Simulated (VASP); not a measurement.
# W (P6/mmm) in VASP: further runs

W is run at these levels: r2SCAN; tasks: single point, relaxation of cell and atoms.

Program: VASP 6.6.1. These are calculated values, not measurements. Logs are shortened: lines on timing, memory, paths and dates and some standing lists are left out, and cuts for length are marked.

## (1) The cell of the first run

Symmetry: P6/mmm, No. 191, hexagonal system. The conventional cell has a = 2.768 Å, b = 2.768 Å, c = 2.589 Å, α = 90.00°, β = 90.00°, γ = 120.00°. Within 3.4 Å of W (site symmetry 6/mmm) lie 8 W at 2.59 to 2.77 Å.

## (2) Single point, r2SCAN

Input file POSCAR:

```
W
1.0
    2.7676868875      0.0000000000      0.0000000000
   -1.3838434437      2.3968871543      0.0000000000
    0.0000000000      0.0000000000      2.5887767744
W
1
Direct
    0.0000000000      0.0000000000      0.0000000000
```

Input file INCAR.step1:

```
PREC = Accurate ; ENCUT = 520
ISMEAR = 0 ; SIGMA = 0.1
LREAL = F ; LASPH = T
NELM = 100 ; NBANDS = 13
GGA = PE ; ALGO = Normal
EDIFF = 1E-4 ; LWAVE = T
LCHARG = F
```

Input file INCAR.step2:

```
PREC = Accurate ; ENCUT = 520
EDIFF = 1E-6 ; ISMEAR = 0
SIGMA = 0.1 ; LREAL = F
LASPH = T ; NELM = 100
ALGO = Normal ; ISIF = 2
LWAVE = F ; LCHARG = F
METAGGA = R2SCAN ; LMIXTAU = T
NBANDS = 13 ; ISTART = 1
```

Input file KPOINTS:

```
Automatic mesh
0
Gamma
  24 24 22
```

Potentials or basis: VASP PAW PBE potentials, release 64 (W_sv).

Started as:

```console
$ cat potpaw_PBE.64/W_sv/POTCAR > POTCAR
$ cp INCAR.step1 INCAR
$ mpirun -np 1 vasp_std > vasp.out
$ cp INCAR.step2 INCAR
$ mpirun -np 1 vasp_std > vasp.out
```

OUTCAR:

```text
PREC = Accurate
   ENCUT = 520
   EDIFF = 1E-6
   ISMEAR = 0
   LREAL = F
   LASPH = T
   NELM = 100
   ISIF = 2
   METAGGA = R2SCAN
   ISTART = 1

 ion  position               nearest neighbor table
   1  0.000  0.000  0.000-

  LATTYP: Found a hexagonal cell.
 ALAT       =     2.7676868875
 C/A-ratio  =     0.9353575313

  Lattice vectors:

 A1 = (   2.7676868875,   0.0000000000,   0.0000000000)
 A2 = (  -1.3838434437,   2.3968871543,   0.0000000000)
 A3 = (   0.0000000000,   0.0000000000,   2.5887767744)

Analysis of symmetry for initial positions (statically):
=====================================================================
 Subroutine PRICEL returns:
 Original cell was already a primitive cell.

 Routine SETGRP: Setting up the symmetry group for a
 hexagonal supercell.

 Subroutine GETGRP returns: Found 24 space group operations
 (whereof 24 operations were pure point group operations)
 out of a pool of 24 trial point group operations.

The static configuration has the point symmetry D_6h.

Analysis of symmetry for dynamics (positions and initial velocities):
=====================================================================
 Subroutine PRICEL returns:
 Original cell was already a primitive cell.

 Routine SETGRP: Setting up the symmetry group for a
 hexagonal supercell.

 Subroutine GETGRP returns: Found 24 space group operations
 (whereof 24 operations were pure point group operations)
 out of a pool of 24 trial point group operations.

The dynamic configuration has the point symmetry D_6h.

 Subroutine INISYM returns: Found 24 space group operations
 (whereof 24 operations are pure point group operations),
 and found     1 'primitive' translations

----------------------------------------------------------------------------------------

                                     Primitive cell

  volume of cell :      17.1735

  direct lattice vectors                    reciprocal lattice vectors
     2.767686888  0.000000000  0.000000000     0.361312547  0.208603897  0.000000000
    -1.383843444  2.396887154  0.000000000     0.000000000  0.417207793  0.000000000
     0.000000000  0.000000000  2.588776774     0.000000000  0.000000000  0.386282823

  length of vectors
     2.767686888  2.767686887  2.588776774     0.417207793  0.417207793  0.386282823

  position of ions in fractional coordinates (direct lattice)
     0.000000000  0.000000000  0.000000000

  ion indices of the primitive-cell ions
   primitive index   ion index
                 1           1

[... 81 lines left out ...]
   PSTRESS=    0.0 pullay stress
   NELECT =      14.0000    total number of electrons
   NUPDOWN=      -1.0000    fix difference up-down
   EMIN   =  10.00;   EMAX   =-10.00  energy-range for DOS
   EFERMI =   0.00;   METHOD = LEGACY
   ISMEAR =     0;   SIGMA  =   0.10  broadening in eV -4-tet -1-fermi 0-gaus
   EFERMI_NEDOS =   21; number of points for ismear=-14 and -15
   IALGO  =     38    algorithm
   IMIX   =      4    mixing-type and parameters
     AMIX     =   0.40;   BMIX     =  1.00
     AMIX_MAG =   1.60;   BMIX_MAG =  1.00
  volume/ion in A,a.u.               =      17.17       115.89
  Fermi-wavevector in a.u.,A,eV,Ry     =   1.529318  2.889992 31.821489  2.338813
  Thomas-Fermi vector in A             =   2.636955
   LORBIT       =      0    0 simple, 1 ext, 2 COOP (PROOUT), +10 PAW based schemes
   METAGGA = R2SCAN    functional components
   LHFCALC =     F    Hartree Fock is set to
   AEXX    =    0.0000 exact exchange contribution
   IVDW    =     0    specifies the selected vdW correction
   LEPSILON=     F    determine dielectric tensor
   LRPA    =     F    only Hartree local field effects (RPA)
 non-spin polarized calculation
 Gauss-broadening in eV      SIGMA  =   0.10
  energy-cutoff  :      520.00
  volume of cell :       17.17
 maximum number of plane-waves:       480
 NGX is ok and might be reduce to    24

 number of electron      14.0000000 magnetization

 Free energy of the ion-electron system (eV)
  ---------------------------------------------------
  ext. energy  EPLUGINS =         0.00000000
  ---------------------------------------------------
  free energy    TOTEN  =       -50.10349419 eV

  energy without entropy =      -50.10010258  energy(sigma->0) =      -50.10179839

 E-fermi :  10.2138     XC(G=0): -14.3171

 val. band max:       10.2119992753   @ k =   0.0000   0.0000   0.4091
 cond. band min:      10.2146867225   @ k =   0.1250   0.0000   0.1818
 fundamental gap:      0.0026874473
 Fermi energy:        10.2137888200

 k-point     1 :       0.0000    0.0000    0.0000
  band No.  band energies     occupation
      1     -65.8438      2.00000
      2     -28.7571      2.00000
      3     -28.7539      2.00000
      4     -28.7539      2.00000
      5       0.6420      2.00000
      6       5.1749      2.00000
      7       9.3309      2.00000
      8       9.3309      2.00000
      9      15.5019      0.00000
     10      15.5019      0.00000
     11      23.3388      0.00000
     12      26.0093      0.00000
     13      31.2414      0.00000
[... 354 lines left out ...]
  band No.  band energies     occupation
      1     -65.7249      2.00000
      2     -30.0057      2.00000
      3     -29.0623      2.00000
      4     -28.6192      2.00000
      5       4.1800      2.00000
      6       6.1351      2.00000
      7       9.9152      1.99998
      8      11.6827      0.00000
      9      14.6199      0.00000
     10      15.7767      0.00000
     11      20.0432      0.00000
     12      23.3337      0.00000
     13      27.3225      0.00000

 [... further k-points ...]

------------------------ aborting loop because EDIFF is reached ----------------------------------------

  FORCE on cell =-STRESS in cart. coord.  units (eV):
  Direction    XX          YY          ZZ          XY          YZ          ZX
  --------------------------------------------------------------------------------------
  -------------------------------------------------------------------------------------
  Total        0.1128473      0.1128473      0.1766410      0.0000000      0.0000000      0.0000000
  in kB       10.5279225     10.5279225     16.4794584      0.0000000      0.0000000      0.0000000
  external PRESSURE =      12.5117678 kB  Pullay stress =       0.0000000 kB

 VOLUME and BASIS-vectors are now :
 -----------------------------------------------------------------------------
  energy-cutoff  :      520.00
  volume of cell :       17.17
      direct lattice vectors                 reciprocal lattice vectors
     2.767686888  0.000000000  0.000000000     0.361312547  0.208603897  0.000000000
    -1.383843444  2.396887154  0.000000000     0.000000000  0.417207793  0.000000000
     0.000000000  0.000000000  2.588776774     0.000000000  0.000000000  0.386282823

 POSITION                                       TOTAL-FORCE (eV/Angst)
 -----------------------------------------------------------------------------------
      0.00000      0.00000      0.00000         0.000000      0.000000      0.000000
 -----------------------------------------------------------------------------------
    total drift:                                0.000000      0.000000      0.000000

  FREE ENERGIE OF THE ION-ELECTRON SYSTEM (eV)
  ---------------------------------------------------
  free  energy   TOTEN  =       -50.1034941901 eV

  energy  without entropy=      -50.1001025849  energy(sigma->0) =      -50.10179839
```

OUTCAR.step1:

```text
PREC = Accurate
   ENCUT = 520
   ISMEAR = 0
   LREAL = F
   LASPH = T
[... 601 lines left out ...]

 POSITION                                       TOTAL-FORCE (eV/Angst)
 -----------------------------------------------------------------------------------
      0.00000      0.00000      0.00000         0.000000      0.000000      0.000000
 -----------------------------------------------------------------------------------
    total drift:                                0.000000      0.000000      0.000000

  FREE ENERGIE OF THE ION-ELECTRON SYSTEM (eV)
  ---------------------------------------------------
  free  energy   TOTEN  =       -11.7866740141 eV

  energy  without entropy=      -11.7835759195  energy(sigma->0) =      -11.78512497
```

OSZICAR.step1:

```text
N       E                     dE             d eps       ncg     rms          rms(c)
DAV:   1     0.866190566432E+02    0.86619E+02   -0.74923E+03 19133   0.121E+03
DAV:   2    -0.105243328504E+02   -0.97143E+02   -0.93080E+02 20987   0.314E+02
DAV:   3    -0.122413260149E+02   -0.17170E+01   -0.17066E+01 21967   0.406E+01
DAV:   4    -0.122496166999E+02   -0.82907E-02   -0.82902E-02 21557   0.310E+00
DAV:   5    -0.122496972890E+02   -0.80589E-04   -0.80589E-04 22192   0.291E-01    0.184E+01
DAV:   6    -0.118798321207E+02    0.36987E+00   -0.34137E-01 19767   0.734E+00    0.769E+00
DAV:   7    -0.117896859891E+02    0.90146E-01   -0.17254E-01 21287   0.495E+00    0.491E-01
DAV:   8    -0.117866671166E+02    0.30189E-02   -0.42020E-03 19792   0.829E-01    0.430E-02
DAV:   9    -0.117866740141E+02   -0.68975E-05   -0.51917E-05 15774   0.954E-02
   1 F= -.11786674E+02 E0= -.11785125E+02  d E =-.309809E-02
```

Run time: 3.5 min. Hardware: 1 thread of Intel Xeon Platinum 8488C (Sapphire Rapids), shared host; peak memory 0.26 GiB.

Results:

| Item | Value |
| --- | --- |
| Free energy | -50.1035 eV |
| Pressure | 1.3 GPa |
| Band gap on the k mesh | zero (band 7 reaches 11.17 eV, above the bottom of band 8 at 8.96 eV) |

Stress tensor (GPa, compression positive):
```
1.05 0.00 0.00
0.00 1.05 0.00
0.00 0.00 1.65
```

Levels at points of the mesh, in eV from the Fermi level:
```csv
k point,band 5,band 6,band 7,band 8,band 9,band 10
"(0.00, 0.00, 0.00)",-9.57,-5.04,-0.88,-0.88,5.29,5.29
"(0.50, 0.00, 0.00)",-6.11,-4.08,-0.19,1.44,4.46,5.54
"(0.00, 0.00, 0.50)",-5.77,-1.21,0.08,0.08,1.29,1.29
"(0.50, 0.00, 0.50)",-5.89,-4.10,-0.23,5.61,5.97,6.20
```

Caveat: the PAW data sets were made with another functional, which shifts forces and pressure a little; spin-orbit coupling is left out, which moves the levels of the heavy elements.

## (3) Single point, r2SCAN

This run uses another cell than the first one: it holds 3 atoms, not 1.

Input file POSCAR:

```
W
1.0
    4.6871366657      0.0000000000      0.0000000000
   -2.3435683329      4.0591794235      0.0000000000
    0.0000000000      0.0000000000      2.5653520143
W
3
Direct
    0.0000000000      0.0000000000      0.0000000000
    0.3333333333      0.6666666667      0.5000000000
    0.6666666667      0.3333333333      0.5000000000
```

Input file INCAR.step1:

```
ALGO = Normal ; EDIFF = 1E-4
ENCUT = 520 ; GGA = PE
ISMEAR = 0 ; LASPH = True
LCHARG = False ; LREAL = False
LWAVE = True ; NBANDS = 28
NELM = 100 ; PREC = Accurate
SIGMA = 0.1
```

Input file INCAR.step2:

```
ALGO = Normal ; EDIFF = 1E-7
ENCUT = 520 ; ISIF = 2
ISMEAR = 0 ; ISTART = 1
LASPH = True ; LCHARG = False
LMIXTAU = True ; LREAL = False
LWAVE = False ; METAGGA = R2SCAN
NBANDS = 28 ; NELM = 100
PREC = Accurate ; SIGMA = 0.1
```

Input file KPOINTS:

```
k-points
0
Gamma
  6 6 6
```

Potentials or basis: VASP PAW PBE potentials, release 64 (W_sv).

Started as:

```console
$ cat potpaw_PBE.64/W_sv/POTCAR > POTCAR
$ cp INCAR.step1 INCAR
$ mpirun -np 1 vasp_std > vasp.out
$ cp INCAR.step2 INCAR
$ mpirun -np 1 vasp_std > vasp.out
```

OUTCAR:

```text
EDIFF = 1E-7
   ENCUT = 520
   ISIF = 2
   ISMEAR = 0
   ISTART = 1
   LASPH = True
   LREAL = False
   METAGGA = R2SCAN
   NELM = 100
   PREC = Accurate

 ion  position               nearest neighbor table
   1  0.000  0.000  0.000-   2 2.99   3 2.99   2 2.99   3 2.99   3 2.99   3 2.99   2 2.99   2 2.99
                             3 2.99   3 2.99   2 2.99   2 2.99
   2  0.333  0.667  0.500-   3 2.71   3 2.71   3 2.71   1 2.99   1 2.99   1 2.99   1 2.99   1 2.99
                             1 2.99
[... 945 lines left out ...]
  FORCE on cell =-STRESS in cart. coord.  units (eV):
  Direction    XX          YY          ZZ          XY          YZ          ZX
  --------------------------------------------------------------------------------------
  -------------------------------------------------------------------------------------
  Total        0.3892293      0.3892293      0.6459590     -0.0000000      0.0000000     -0.0000000
  in kB       12.7768340     12.7768340     21.2042408     -0.0000000      0.0000000     -0.0000000
  external PRESSURE =      15.5859696 kB  Pullay stress =       0.0000000 kB

 VOLUME and BASIS-vectors are now :
 -----------------------------------------------------------------------------
  energy-cutoff  :      520.00
  volume of cell :       48.81
      direct lattice vectors                 reciprocal lattice vectors
     4.687136666  0.000000000  0.000000000     0.213349870  0.123177605  0.000000000
    -2.343568333  4.059179423  0.000000000     0.000000000  0.246355210  0.000000000
     0.000000000  0.000000000  2.565352014     0.000000000  0.000000000  0.389810051

 POSITION                                       TOTAL-FORCE (eV/Angst)
 -----------------------------------------------------------------------------------
      0.00000      0.00000      0.00000         0.000000      0.000000      0.000000
     -0.00000      2.70612      1.28268        -0.000000      0.000000     -0.000000
      2.34357      1.35306      1.28268         0.000000      0.000000      0.000000
 -----------------------------------------------------------------------------------
    total drift:                                0.000000      0.000000     -0.000000

  FREE ENERGIE OF THE ION-ELECTRON SYSTEM (eV)
  ---------------------------------------------------
  free  energy   TOTEN  =      -152.3156942985 eV

  energy  without entropy=     -152.2913709455  energy(sigma->0) =     -152.30353262
```

OUTCAR.step1:

```text
EDIFF = 1E-4
   ENCUT = 520
   GGA = PE
   ISMEAR = 0
[... 974 lines left out ...]
      0.00000      0.00000      0.00000        -0.000000      0.000000     -0.000000
     -0.00000      2.70612      1.28268         0.000000     -0.000000      0.000000
      2.34357      1.35306      1.28268        -0.000000      0.000000     -0.000000
 -----------------------------------------------------------------------------------
    total drift:                                0.000000      0.000000     -0.000000

  FREE ENERGIE OF THE ION-ELECTRON SYSTEM (eV)
  ---------------------------------------------------
  free  energy   TOTEN  =       -37.2829587574 eV

  energy  without entropy=      -37.2582588033  energy(sigma->0) =      -37.27060878
```

OSZICAR.step1:

```text
N       E                     dE             d eps       ncg     rms          rms(c)
DAV:   1     0.479737912732E+03    0.47974E+03   -0.24158E+04  1568   0.177E+03
DAV:   2    -0.176088187531E+02   -0.49735E+03   -0.48760E+03  1644   0.535E+02
DAV:   3    -0.385146818240E+02   -0.20906E+02   -0.20239E+02  1844   0.105E+02
DAV:   4    -0.389607249906E+02   -0.44604E+00   -0.44097E+00  1860   0.145E+01
DAV:   5    -0.389659789985E+02   -0.52540E-02   -0.52530E-02  1732   0.177E+00    0.346E+01
DAV:   6    -0.376289254779E+02    0.13371E+01   -0.19469E+00  1700   0.118E+01    0.141E+01
DAV:   7    -0.373164300399E+02    0.31250E+00   -0.11714E+00  1776   0.848E+00    0.122E+00
DAV:   8    -0.372903642865E+02    0.26066E-01   -0.11927E-01  1800   0.356E+00    0.767E-01
DAV:   9    -0.372829958025E+02    0.73685E-02   -0.13011E-02  1760   0.120E+00    0.141E-01
DAV:  10    -0.372829587574E+02    0.37045E-04   -0.76343E-04  1756   0.271E-01
   1 F= -.37282959E+02 E0= -.37270609E+02  d E =-.247000E-01
```

Run time: 1.8 min. Hardware: 1 thread of Intel Xeon Platinum 8488C (Sapphire Rapids), shared host; peak memory 0.18 GiB.

Results:

```yaml
Free_energy: -152.3157 eV
Pressure: 1.6 GPa
Band_gap_on_the_k_mesh: zero (band 21 reaches 11.30 eV, above the bottom of band 22 at 10.39 eV)
```

Stress tensor (GPa, compression positive):
```
1.28 0.00 0.00
0.00 1.28 0.00
0.00 0.00 2.12
```

Caveat: the k points lie up to 0.41 Å⁻¹ apart; the PAW data sets were made with another functional, which shifts forces and pressure a little; spin-orbit coupling is left out, which moves the levels of the heavy elements.

[end of part 1 of 2]
